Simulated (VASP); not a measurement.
# MgO (P6_3/mmc) in VASP: a series of runs, part 2 of 3

VASP 6.6.1. Earlier steps stand in the parts before.

## 4. Single point, PBE

This run uses another cell than the first one, of 10.60 Å³/atom, 1.011 times its volume.

The input, INCAR:

```
SYSTEM = MgO
PREC = Accurate ; ENCUT = 520
EDIFF = 1E-6 ; ISMEAR = 0
SIGMA = 0.05 ; LREAL = .FALSE.
LASPH = .TRUE. ; NELM = 80
ALGO = Normal ; ISIF = 2
LWAVE = .FALSE. ; LCHARG = .TRUE.
GGA = PE ; LELF = .TRUE.
LVHAR = .TRUE. ; NBANDS = 16
```

The input, KPOINTS:

```
regular mesh
0
G
  9 9 6
  0 0 0
```

The input, POSCAR:

```
MgO
1.0
    3.4157000000      0.0000000000      0.0000000000
   -1.7078500000      2.9580829717      0.0000000000
    0.0000000000      0.0000000000      4.1970000000
Mg O
2 2
Direct
    0.6666666667      0.3333333333      0.7500000000
    0.3333333333      0.6666666667      0.2500000000
    0.6666666667      0.3333333333      0.2500000000
    0.3333333333      0.6666666667      0.7500000000
```

Potentials or basis: VASP PAW PBE potentials, release 64 (Mg, O).

On the command line:

```bash
cat potpaw_PBE.64/Mg/POTCAR potpaw_PBE.64/O/POTCAR > POTCAR
mpirun -np 1 vasp_std > vasp.out
```

OUTCAR:

```text
SYSTEM = MgO
   PREC = Accurate
   ENCUT = 520
   EDIFF = 1E-6
   ISMEAR = 0
   LREAL = .FALSE.
   LASPH = .TRUE.
   NELM = 80
   ISIF = 2
   GGA = PE

 ion  position               nearest neighbor table
   1  0.667  0.333  0.750-   4 1.97   4 1.97   4 1.97   3 2.10   3 2.10   2 2.88   2 2.88   2 2.88
                             2 2.88   2 2.88   2 2.88
   2  0.333  0.667  0.250-   3 1.97   3 1.97   3 1.97   4 2.10   4 2.10   1 2.88   1 2.88   1 2.88
                             1 2.88   1 2.88   1 2.88
   3  0.667  0.333  0.250-   2 1.97   2 1.97   2 1.97   1 2.10   1 2.10
   4  0.333  0.667  0.750-   1 1.97   1 1.97   1 1.97   2 2.10   2 2.10

  LATTYP: Found a hexagonal cell.
 ALAT       =     3.4157000000
 C/A-ratio  =     1.2287378868

  Lattice vectors:

 A1 = (   3.4157000000,   0.0000000000,   0.0000000000)
 A2 = (  -1.7078500000,   2.9580829717,   0.0000000000)
 A3 = (   0.0000000000,   0.0000000000,   4.1970000000)

Analysis of symmetry for initial positions (statically):
=====================================================================
 Subroutine PRICEL returns:
 Original cell was already a primitive cell.

 Routine SETGRP: Setting up the symmetry group for a
 hexagonal supercell.

 Subroutine GETGRP returns: Found 24 space group operations
 (whereof 12 operations were pure point group operations)
 out of a pool of 24 trial point group operations.

The static configuration has the point symmetry D_3d.
 The point group associated with its full space group is D_6h.

Analysis of symmetry for dynamics (positions and initial velocities):
=====================================================================
 Subroutine PRICEL returns:
 Original cell was already a primitive cell.

 Routine SETGRP: Setting up the symmetry group for a
 hexagonal supercell.

 Subroutine GETGRP returns: Found 24 space group operations
 (whereof 12 operations were pure point group operations)
 out of a pool of 24 trial point group operations.

The dynamic configuration has the point symmetry D_3d.
 The point group associated with its full space group is D_6h.

 Subroutine INISYM returns: Found 24 space group operations
 (whereof 12 operations are pure point group operations),
 and found     1 'primitive' translations

----------------------------------------------------------------------------------------

                                     Primitive cell

  volume of cell :      42.4062

  direct lattice vectors                    reciprocal lattice vectors
     3.415700000  0.000000000  0.000000000     0.292765758  0.169028389  0.000000000
    -1.707850000  2.958082972  0.000000000     0.000000000  0.338056779  0.000000000
     0.000000000  0.000000000  4.197000000     0.000000000  0.000000000  0.238265428

  length of vectors
     3.415700000  3.415700000  4.197000000     0.338056779  0.338056779  0.238265428

  position of ions in fractional coordinates (direct lattice)
     0.666666667  0.333333333  0.750000000
     0.333333333  0.666666667  0.250000000
     0.666666667  0.333333333  0.250000000
     0.333333333  0.666666667  0.750000000

  ion indices of the primitive-cell ions
   primitive index   ion index
                 1           1
                 2           2
                 3           3
                 4           4

[... 21 lines left out ...]
 Subroutine IBZKPT returns following result:
 ===========================================

 Found     48 irreducible k-points:

 Following reciprocal coordinates:
            Coordinates               Weight
  0.000000  0.000000  0.000000      1.000000
  0.111111  0.000000  0.000000      6.000000
  0.222222  0.000000  0.000000      6.000000
  0.333333  0.000000  0.000000      6.000000
  0.444444  0.000000  0.000000      6.000000
  0.111111  0.111111  0.000000      6.000000
[... 16 lines left out ...]
  0.333333  0.222222  0.166667     24.000000
  0.333333  0.333333  0.166667      4.000000
 [... further k-points ...]
   k-points           NKPTS =     48   k-points in BZ     NKDIM =     48   number of bands    NBANDS=     16
   number of dos      NEDOS =    301   number of ions     NIONS =      4
   total plane-waves  NPLWV =  25088
   dimension x,y,z NGX =    28 NGY =   28 NGZ =   32
   dimension x,y,z NGXF=    56 NGYF=   56 NGZF=   64
   ions per type =               2   2
   NGX,Y,Z   is equivalent  to a cutoff of  13.63, 13.63, 12.68 a.u.
   NGXF,Y,Z  is equivalent  to a cutoff of  27.26, 27.26, 25.35 a.u.
 SYSTEM =  MgO
   PREC   = accura    normal or accurate (medium, high low for compatibility)
   ISTART =      0    job   : 0-new  1-cont  2-samecut
   ICHARG =      2    charge: 1-file 2-atom 10-const
   ISPIN  =      1    spin polarized calculation?
   LNONCOLLINEAR =      F non collinear calculations
   LSORBIT =      F    spin-orbit coupling
   LASPH  =      T    aspherical Exc in radial PAW
   ENCUT  =  520.0 eV  38.22 Ry    6.18 a.u.   6.35  6.35  7.80*2*pi/ulx,y,z
   NELM   =     80;   NELMIN=  2; NELMDL= -5     # of ELM steps
   EDIFF  = 0.1E-05   stopping-criterion for ELM
   LREAL  =      F    real-space projection
   EDIFFG = 0.1E-04   stopping-criterion for IOM
   NSW    =      0    number of steps for IOM
   IBRION =     -1    ionic relax: 0-MD 1-quasi-New 2-CG
   NFREE  =      0    steps in history (QN), initial steepest desc. (CG)
   ISIF   =      2    stress and relaxation
   ISYM   =      2    0-nonsym 1-usesym 2-fastsym
   POTIM  = 0.5000    time-step for ionic-motion
   TEBEG  =    0.0;   TEEND  =   0.0 temperature during run
   PSTRESS=    0.0 pullay stress
   NELECT =      16.0000    total number of electrons
   NUPDOWN=      -1.0000    fix difference up-down
   EMIN   =  10.00;   EMAX   =-10.00  energy-range for DOS
   EFERMI =   0.00;   METHOD = LEGACY
   ISMEAR =     0;   SIGMA  =   0.05  broadening in eV -4-tet -1-fermi 0-gaus
   EFERMI_NEDOS =   21; number of points for ismear=-14 and -15
   IALGO  =     38    algorithm
   IMIX   =      4    mixing-type and parameters
     AMIX     =   0.40;   BMIX     =  1.00
     AMIX_MAG =   1.60;   BMIX_MAG =  1.00
  volume/ion in A,a.u.               =      10.60        71.54
  Fermi-wavevector in a.u.,A,eV,Ry     =   1.182965  2.235479 19.040070  1.399406
  Thomas-Fermi vector in A             =   2.319209
   LORBIT       =      0    0 simple, 1 ext, 2 COOP (PROOUT), +10 PAW based schemes
   GGA     = PE    functional components
   LHFCALC =     F    Hartree Fock is set to
   AEXX    =    0.0000 exact exchange contribution
   IVDW    =     0    specifies the selected vdW correction
   LEPSILON=     F    determine dielectric tensor
   LRPA    =     F    only Hartree local field effects (RPA)
 non-spin polarized calculation
 Gauss-broadening in eV      SIGMA  =   0.05
  energy-cutoff  :      520.00
  volume of cell :       42.41
 maximum number of plane-waves:      1160
 NGX is ok and might be reduce to    28
   NGX = 13   NGY = 13   NGZ = 15

 number of electron      16.0000004 magnetization

 Free energy of the ion-electron system (eV)
  ---------------------------------------------------
  ext. energy  EPLUGINS =         0.00000000
  ---------------------------------------------------
  free energy    TOTEN  =       -23.58287556 eV

  energy without entropy =      -23.58287556  energy(sigma->0) =      -23.58287556

 E-fermi :   2.5058     XC(G=0): -10.2435

 val. band max:        2.2920143516   @ k =   0.0000   0.0000   0.0000
 cond. band min:       5.8943148885   @ k =   0.0000   0.0000   0.0000
 fundamental gap:      3.6023005369
 Fermi energy:         2.5058426659

 k-point     1 :       0.0000    0.0000    0.0000
  band No.  band energies     occupation
      1     -14.8392      2.00000
      2     -13.3869      2.00000
      3      -1.5678      2.00000
      4       0.4916      2.00000
      5       0.4916      2.00000
      6       1.3795      2.00000
[... 433 lines left out ...]
      3      -1.3655      2.00000
      4      -0.6403      2.00000
      5      -0.6403      2.00000
      6       0.9780      2.00000
[... 8 lines left out ...]
     15      16.4129      0.00000
     16      19.3211      0.00000

 [... further k-points ...]
[... 5 lines left out ...]
  --------------------------------------------------------------------------------------
  -------------------------------------------------------------------------------------
  Total        2.9095425      2.9095425      1.8110947      0.0000000     -0.0000000      0.0000000
  in kB      109.9274722    109.9274722     68.4262438      0.0000000     -0.0000000      0.0000000
  external PRESSURE =      96.0937294 kB  Pullay stress =       0.0000000 kB

 VOLUME and BASIS-vectors are now :
 -----------------------------------------------------------------------------
  energy-cutoff  :      520.00
  volume of cell :       42.41
      direct lattice vectors                 reciprocal lattice vectors
     3.415700000  0.000000000  0.000000000     0.292765758  0.169028389  0.000000000
    -1.707850000  2.958082972  0.000000000     0.000000000  0.338056779  0.000000000
     0.000000000  0.000000000  4.197000000     0.000000000  0.000000000  0.238265428

 POSITION                                       TOTAL-FORCE (eV/Angst)
 -----------------------------------------------------------------------------------
      1.70785      0.98603      3.14775        -0.000000      0.000000      0.000000
     -0.00000      1.97206      1.04925         0.000000     -0.000000      0.000000
      1.70785      0.98603      1.04925        -0.000000      0.000000      0.000000
     -0.00000      1.97206      3.14775         0.000000      0.000000      0.000000
 -----------------------------------------------------------------------------------
    total drift:                               -0.000000      0.000000     -0.000000

  FREE ENERGIE OF THE ION-ELECTRON SYSTEM (eV)
  ---------------------------------------------------
  free  energy   TOTEN  =       -23.5828755614 eV

  energy  without entropy=      -23.5828755614  energy(sigma->0) =      -23.58287556
```

stdout:

```text
POSCAR found type information on POSCAR MgO
 POSCAR found :  2 types and       4 ions
 scaLAPACK will be used
 LDA part: xc-table for (Slater+PW92), standard interpolation
 POSCAR, INCAR and KPOINTS ok, starting setup
 FFT: planning ... GRIDC
 FFT: planning ... GRID_SOFT
 FFT: planning ... GRID
 WAVECAR not read
 entering main loop
```

Run time: 13 s. Hardware: 1 thread of Intel Xeon 6975P-C (Granite Rapids), shared host; peak memory 0.18 GiB.

Results:

* Free energy: -23.5829 eV
* Pressure: 9.6 GPa
* Band gap on the k mesh: 3.60 eV, direct

## 5. Single point, PBE

This run uses another cell than the first one, of 10.58 Å³/atom, 1.009 times its volume.

The input, INCAR:

```
PREC = Accurate
ENCUT = 520
EDIFF = 1E-7
ISMEAR = 0
SIGMA = 0.05
LREAL = False
LASPH = True
NELM = 100
ALGO = Normal
ISIF = 2
LWAVE = False
LCHARG = False
GGA = PE
NBANDS = 16
```

The input, KPOINTS:

```
Automatic mesh
0
Gamma
  9 9 6
```

The input, POSCAR:

```
MgO
1.0
    3.3453000000      0.0000000000      0.0000000000
   -1.6726500000      2.8971147833      0.0000000000
    0.0000000000      0.0000000000      4.3666000000
Mg O
2 2
Direct
    0.6666666667      0.3333333333      0.7500000000
    0.3333333333      0.6666666667      0.2500000000
    0.6666666667      0.3333333333      0.2500000000
    0.3333333333      0.6666666667      0.7500000000
```

Potentials or basis: VASP PAW PBE potentials, release 64 (Mg, O).

On the command line:

```bash
cat potpaw_PBE.64/Mg/POTCAR potpaw_PBE.64/O/POTCAR > POTCAR
mpirun -np 1 vasp_std > vasp.out
```

OUTCAR:

```text
PREC = Accurate
   ENCUT = 520
   EDIFF = 1E-7
   ISMEAR = 0
   LREAL = False
   LASPH = True
   NELM = 100
   ISIF = 2
   GGA = PE

 ion  position               nearest neighbor table
   1  0.667  0.333  0.750-   4 1.93   4 1.93   4 1.93   3 2.18   3 2.18   2 2.91   2 2.91   2 2.91
                             2 2.91   2 2.91   2 2.91
   2  0.333  0.667  0.250-   3 1.93   3 1.93   3 1.93   4 2.18   4 2.18   1 2.91   1 2.91   1 2.91
                             1 2.91   1 2.91   1 2.91
   3  0.667  0.333  0.250-   2 1.93   2 1.93   2 1.93   1 2.18   1 2.18
   4  0.333  0.667  0.750-   1 1.93   1 1.93   1 1.93   2 2.18   2 2.18

  LATTYP: Found a hexagonal cell.
 ALAT       =     3.3453000000
 C/A-ratio  =     1.3052939946

  Lattice vectors:

 A1 = (   3.3453000000,   0.0000000000,   0.0000000000)
 A2 = (  -1.6726500000,   2.8971147833,   0.0000000000)
 A3 = (   0.0000000000,   0.0000000000,   4.3666000000)

Analysis of symmetry for initial positions (statically):
=====================================================================
 Subroutine PRICEL returns:
 Original cell was already a primitive cell.

 Routine SETGRP: Setting up the symmetry group for a
 hexagonal supercell.

 Subroutine GETGRP returns: Found 24 space group operations
 (whereof 12 operations were pure point group operations)
 out of a pool of 24 trial point group operations.

The static configuration has the point symmetry D_3d.
 The point group associated with its full space group is D_6h.

Analysis of symmetry for dynamics (positions and initial velocities):
=====================================================================
 Subroutine PRICEL returns:
 Original cell was already a primitive cell.

 Routine SETGRP: Setting up the symmetry group for a
 hexagonal supercell.

 Subroutine GETGRP returns: Found 24 space group operations
 (whereof 12 operations were pure point group operations)
[... 122 lines left out ...]
   ISMEAR =     0;   SIGMA  =   0.05  broadening in eV -4-tet -1-fermi 0-gaus
   EFERMI_NEDOS =   21; number of points for ismear=-14 and -15
   IALGO  =     38    algorithm
   IMIX   =      4    mixing-type and parameters
     AMIX     =   0.40;   BMIX     =  1.00
     AMIX_MAG =   1.60;   BMIX_MAG =  1.00
  volume/ion in A,a.u.               =      10.58        71.40
  Fermi-wavevector in a.u.,A,eV,Ry     =   1.183768  2.236998 19.065950  1.401308
  Thomas-Fermi vector in A             =   2.319996
   LORBIT       =      0    0 simple, 1 ext, 2 COOP (PROOUT), +10 PAW based schemes
   GGA     = PE    functional components
   LHFCALC =     F    Hartree Fock is set to
   AEXX    =    0.0000 exact exchange contribution
   IVDW    =     0    specifies the selected vdW correction
   LEPSILON=     F    determine dielectric tensor
   LRPA    =     F    only Hartree local field effects (RPA)
 non-spin polarized calculation
 Gauss-broadening in eV      SIGMA  =   0.05
  energy-cutoff  :      520.00
  volume of cell :       42.32
 maximum number of plane-waves:      1169
 NGX is ok and might be reduce to    28
   NGX = 13   NGY = 13   NGZ = 17

 number of electron      15.9999998 magnetization

 Free energy of the ion-electron system (eV)
  ---------------------------------------------------
  ext. energy  EPLUGINS =         0.00000000
  ---------------------------------------------------
  free energy    TOTEN  =       -23.46739416 eV

  energy without entropy =      -23.46739416  energy(sigma->0) =      -23.46739416

 E-fermi :   2.5953     XC(G=0): -10.2611

 val. band max:        2.3692594015   @ k =   0.0000   0.0000   0.0000
 cond. band min:       5.9305657882   @ k =   0.0000   0.0000   0.0000
 fundamental gap:      3.5613063866
 Fermi energy:         2.5952938270

 k-point     1 :       0.0000    0.0000    0.0000
  band No.  band energies     occupation
      1     -14.8167      2.00000
      2     -13.4788      2.00000
      3      -1.6604      2.00000
      4       0.6041      2.00000
      5       0.6041      2.00000
      6       1.3340      2.00000
[... 433 lines left out ...]
      3      -1.3097      2.00000
      4      -0.6021      2.00000
      5      -0.6021      2.00000
      6       0.7827      2.00000
[... 8 lines left out ...]
     15      16.0941      0.00000
     16      19.6938      0.00000

 [... further k-points ...]
[... 5 lines left out ...]
  --------------------------------------------------------------------------------------
  -------------------------------------------------------------------------------------
  Total        4.4688518      4.4688518      0.1776992      0.0000000      0.0000000      0.0000000
  in kB      169.1851939    169.1851939      6.7274717      0.0000000      0.0000000      0.0000000
  external PRESSURE =     115.0326199 kB  Pullay stress =       0.0000000 kB

 VOLUME and BASIS-vectors are now :
 -----------------------------------------------------------------------------
  energy-cutoff  :      520.00
  volume of cell :       42.32
      direct lattice vectors                 reciprocal lattice vectors
     3.345300000  0.000000000  0.000000000     0.298926853  0.172585499  0.000000000
    -1.672650000  2.897114783  0.000000000     0.000000000  0.345170998  0.000000000
     0.000000000  0.000000000  4.366600000     0.000000000  0.000000000  0.229011130

 POSITION                                       TOTAL-FORCE (eV/Angst)
 -----------------------------------------------------------------------------------
      1.67265      0.96570      3.27495        -0.000000      0.000000      0.000000
     -0.00000      1.93141      1.09165         0.000000     -0.000000      0.000000
      1.67265      0.96570      1.09165         0.000000     -0.000000      0.000000
     -0.00000      1.93141      3.27495        -0.000000      0.000000      0.000000
 -----------------------------------------------------------------------------------
    total drift:                                0.000000     -0.000000      0.000000

  FREE ENERGIE OF THE ION-ELECTRON SYSTEM (eV)
  ---------------------------------------------------
  free  energy   TOTEN  =       -23.4673941576 eV

  energy  without entropy=      -23.4673941576  energy(sigma->0) =      -23.46739416
```

OSZICAR:

```text
N       E                     dE             d eps       ncg     rms          rms(c)
DAV:   1     0.602428038861E+02    0.60243E+02   -0.75977E+03  1536   0.892E+02
DAV:   2    -0.239483971645E+02   -0.84191E+02   -0.76795E+02  2200   0.197E+02
DAV:   3    -0.275315916079E+02   -0.35832E+01   -0.35718E+01  1672   0.418E+01
DAV:   4    -0.275452277315E+02   -0.13636E-01   -0.13636E-01  1896   0.301E+00
DAV:   5    -0.275452931018E+02   -0.65370E-04   -0.65370E-04  1656   0.199E-01    0.114E+01
DAV:   6    -0.235144750319E+02    0.40308E+01   -0.10395E+01  1552   0.253E+01    0.347E+00
DAV:   7    -0.234791650422E+02    0.35310E-01   -0.14462E-01  1560   0.303E+00    0.212E+00
DAV:   8    -0.234689193868E+02    0.10246E-01   -0.79429E-02  1584   0.310E+00    0.475E-01
DAV:   9    -0.234666665130E+02    0.22529E-02   -0.39809E-03  1880   0.582E-01    0.124E-01
DAV:  10    -0.234673764489E+02   -0.70994E-03   -0.89751E-04  1536   0.196E-01    0.258E-02
DAV:  11    -0.234673943635E+02   -0.17915E-04   -0.17896E-05  1656   0.308E-02    0.134E-02
DAV:  12    -0.234673941877E+02    0.17573E-06   -0.48434E-06  1552   0.172E-02    0.172E-03
DAV:  13    -0.234673941576E+02    0.30147E-07   -0.22213E-07  1680   0.363E-03
   1 F= -.23467394E+02 E0= -.23467394E+02  d E =-.773118E-13
```

stdout:

```text
POSCAR found type information on POSCAR MgO
 POSCAR found :  2 types and       4 ions
 scaLAPACK will be used
 LDA part: xc-table for (Slater+PW92), standard interpolation
 POSCAR, INCAR and KPOINTS ok, starting setup
 FFT: planning ... GRIDC
 FFT: planning ... GRID_SOFT
 FFT: planning ... GRID
 WAVECAR not read
 entering main loop
```

It took 17 s on 1 thread of Intel Xeon 6975P-C (Granite Rapids), shared host; peak memory 0.17 GiB.

Results:

```yaml
Free_energy: -23.4674 eV
Pressure: 11.5 GPa
Band_gap_on_the_k_mesh: 3.56 eV, direct
```

[end of part 2 of 3]
